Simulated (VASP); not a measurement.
# TaF (P-6m2) in VASP: a series of runs, part 2 of 3

VASP 6.6.1.

## Step 4: Relaxation of cell and atoms, PBE

File INCAR:

```
PREC = Accurate ; ENCUT = 600
EDIFF = 1E-7 ; ISMEAR = 0
SIGMA = 0.1 ; LREAL = False
LASPH = True ; NELM = 60
ALGO = Normal ; ISIF = 3
LWAVE = False ; LCHARG = False
GGA = PE ; IBRION = 2
NSW = 90 ; EDIFFG = -0.04
```

File KPOINTS:

```
Automatic mesh
0
Gamma
  6 6 6
```

File POSCAR:

```
TaF
1.0
    3.0786830728      0.0000000000      0.0000000000
   -1.5393415364      2.6662177513      0.0000000000
    0.0000000000      0.0000000000      3.0027892091
Ta F
1 1
Direct
    0.0000000000      0.0000000000      0.0000000000
    0.6666666667      0.3333333333      0.5000000000
```

Potentials or basis: VASP PAW PBE potentials, release 64 (Ta_pv, F).

Run with:

```bash
$ cat potpaw_PBE.64/Ta_pv/POTCAR potpaw_PBE.64/F/POTCAR > POTCAR
$ mpirun -np 1 vasp_std > vasp.out
```

OUTCAR:

```text
PREC = Accurate
   ENCUT = 600
   EDIFF = 1E-7
   ISMEAR = 0
   LREAL = False
   LASPH = True
   NELM = 60
   ISIF = 3
   GGA = PE
   IBRION = 2
   NSW = 90
   EDIFFG = -0.04

 ion  position               nearest neighbor table
   1  0.000  0.000  0.000-   2 2.33   2 2.33   2 2.33   2 2.33   2 2.33   2 2.33
   2  0.667  0.333  0.500-   1 2.33   1 2.33   1 2.33   1 2.33   1 2.33   1 2.33

  LATTYP: Found a hexagonal cell.
 ALAT       =     3.0786830728
 C/A-ratio  =     0.9753485949

  Lattice vectors:

 A1 = (   3.0786830728,   0.0000000000,   0.0000000000)
 A2 = (  -1.5393415364,   2.6662177513,   0.0000000000)
 A3 = (   0.0000000000,   0.0000000000,   3.0027892091)

Analysis of symmetry for initial positions (statically):
=====================================================================
[... 676 lines left out ...]

 number of electron      18.0000002 magnetization

------------------------ aborting loop because EDIFF is reached ----------------------------------------
[... 67 lines left out ...]
--------------------------------------- Ionic step       15  -------------------------------------------

 number of electron      18.0000001 magnetization

 Free energy of the ion-electron system (eV)
  ---------------------------------------------------
  ext. energy  EPLUGINS =         0.00000000
  ---------------------------------------------------
  free energy    TOTEN  =       -14.63976732 eV

  energy without entropy =      -14.63630943  energy(sigma->0) =      -14.63803837

 E-fermi :   5.7341     XC(G=0): -11.8538

 val. band max:        5.7224846835   @ k =   0.3333   0.3333   0.5000
 cond. band min:       5.8688216056   @ k =   0.1667   0.1667   0.3333
 fundamental gap:      0.1463369221
 Fermi energy:         5.7340525051

 k-point     1 :       0.0000    0.0000    0.0000
  band No.  band energies     occupation
      1     -29.6151      2.00000
      2     -28.2598      2.00000
      3     -28.2598      2.00000
      4     -19.9078      2.00000
      5      -1.8274      2.00000
      6      -0.4629      2.00000
      7       0.1446      2.00000
      8       0.1446      2.00000
      9       5.2053      2.00000
     10       6.2705      0.00000
     11       6.2705      0.00000
     12       9.6853      0.00000
     13       9.6853      0.00000
[... 397 lines left out ...]
  FREE ENERGIE OF THE ION-ELECTRON SYSTEM (eV)
  ---------------------------------------------------
  free  energy   TOTEN  =       -14.6397673169 eV

  energy  without entropy=      -14.6363094297  energy(sigma->0) =      -14.63803837

 reached required accuracy - stopping structural energy minimisation
```

OSZICAR:

```text
N       E                     dE             d eps       ncg     rms          rms(c)
DAV:   1     0.147496793214E+03    0.14750E+03   -0.11568E+04   728   0.159E+03
DAV:   2    -0.839224226944E+01   -0.15589E+03   -0.15156E+03   908   0.396E+02
DAV:   3    -0.140151839271E+02   -0.56229E+01   -0.54128E+01   838   0.722E+01
[... 163 lines left out ...]
DAV:   5    -0.146398056250E+02    0.32089E-04   -0.11141E-03   799   0.330E-01    0.806E-02
DAV:   6    -0.146397795985E+02    0.26027E-04   -0.36906E-04   806   0.173E-01    0.364E-02
DAV:   7    -0.146397671674E+02    0.12431E-04   -0.46048E-05   836   0.604E-02    0.593E-03
DAV:   8    -0.146397672975E+02   -0.13014E-06   -0.11656E-06   738   0.992E-03    0.169E-03
DAV:   9    -0.146397673169E+02   -0.19389E-07   -0.34363E-08   392   0.203E-03
  15 F= -.14639767E+02 E0= -.14638038E+02  d E =-.259202E-03
```

CONTCAR:

```text
TaF
   1.00000000000000
     2.7731532543476014    0.0000000000000000    0.0000000000000000
    -1.3865766271738007    2.4016211668882046   -0.0000000000000000
     0.0000000000000000   -0.0000000000000000    4.0451983936120337
  Ta              F
     1     1
Direct
     0.0000000000000000    1.0000000000000000    0.0000000000000000
     0.6666666667000030    0.3333333332999970    0.5000000000000000

  0.00000000E+00  0.00000000E+00  0.00000000E+00
  0.00000000E+00  0.00000000E+00  0.00000000E+00
```

Wall time 2.1 min (1 thread of AMD EPYC 9R14 (Zen 4), shared host); peak memory 0.14 GiB.

What came out:

| Property | Result |
| --- | --- |
| Free energy | -14.6398 eV |
| Relaxed volume | 13.47 Å³/atom |
| Relaxed cell | a = 2.773 Å, b = 2.773 Å, c = 4.045 Å, α = 90.00°, β = 90.00°, γ = 120.00° |
| Space group after relaxing (to 0.1 Å) | P-6m2 (No. 187) |
| Energy gained by relaxing | 636.2 meV/atom |
| Ionic steps | 15 |
| Pressure after relaxing | -0.1 GPa |
| Band gap on the k mesh | zero (bands 9 and 10 overlap by 0.89 eV) |

The path:
| step | energy change (eV) | largest force (eV/Å) | pressure (GPa) | volume (Å³) |
| --- | --- | --- | --- | --- |
| 1 | 0.0000 | 0.0000 | 26.82 | 24.65 |
| 2 | -0.0787 | 0.0000 | -14.15 | 32.76 |
| 3 | -0.2868 | 0.0000 | -0.44 | 28.60 |
| 4 | -0.2868 | 0.0000 | -0.04 | 28.52 |
| 5 | -0.2938 | 0.0000 | -0.13 | 28.52 |
| 6 | -0.3363 | 0.0000 | -0.30 | 28.48 |
| 7 | -0.4928 | 0.0000 | -0.44 | 28.34 |
| 8 | -1.0122 | 0.0000 | -1.89 | 27.75 |
| 9 | -0.6398 | 0.0000 | 11.73 | 25.55 |
| 10 | -1.2217 | 0.0000 | -1.35 | 27.27 |
| 11 | -1.2234 | 0.0000 | 2.46 | 26.55 |
| 12 | -1.2719 | 0.0000 | -0.04 | 26.95 |
| 13 | -1.2721 | 0.0000 | 0.27 | 26.89 |
| 14 | -1.2475 | 0.0000 | -2.87 | 27.47 |
| 15 | -1.2723 | 0.0000 | -0.06 | 26.94 |

Final structure:
```yaml
crystal:
  lattice:
    - [2.77315, 0.00000, 0.00000]
    - [-1.38658, 2.40162, 0.00000]
    - [0.00000, 0.00000, 4.04520]
  atoms:
    - { symbol: Ta, position: [0.00000, 0.00000, 0.00000] }
    - { symbol: F, position: [0.66667, 0.33333, 0.50000] }
```

Levels at points of the mesh, in eV from the Fermi level:
| k point | band 5 | band 6 | band 7 | band 8 | band 9 | band 10 | band 11 | band 12 | band 13 |
| --- | --- | --- | --- | --- | --- | --- | --- | --- | --- |
| (0.00, 0.00, 0.00) | -7.56 | -6.20 | -5.59 | -5.59 | -0.53 | 0.54 | 0.54 | 3.95 | 3.95 |
| (0.50, 0.00, 0.00) | -8.52 | -7.85 | -5.98 | -4.10 | -0.19 | 2.25 | 2.52 | 3.99 | 7.05 |
| (0.00, 0.00, 0.50) | -9.50 | -5.57 | -5.57 | -4.27 | 0.35 | 0.35 | 3.06 | 3.94 | 3.94 |
| (0.50, 0.00, 0.50) | -8.13 | -7.65 | -6.19 | -3.64 | -1.40 | 1.98 | 3.17 | 5.22 | 7.04 |

Caveat: the k points lie up to 0.44 Å⁻¹ apart in the final cell, too coarse for converged energies and pressures of a metal; a cell axis changed by over 15 % at a fixed basis, so the end point is rough; spin-orbit coupling is left out, which moves the levels of the heavy elements.

(Continued in part 3 of 3.)
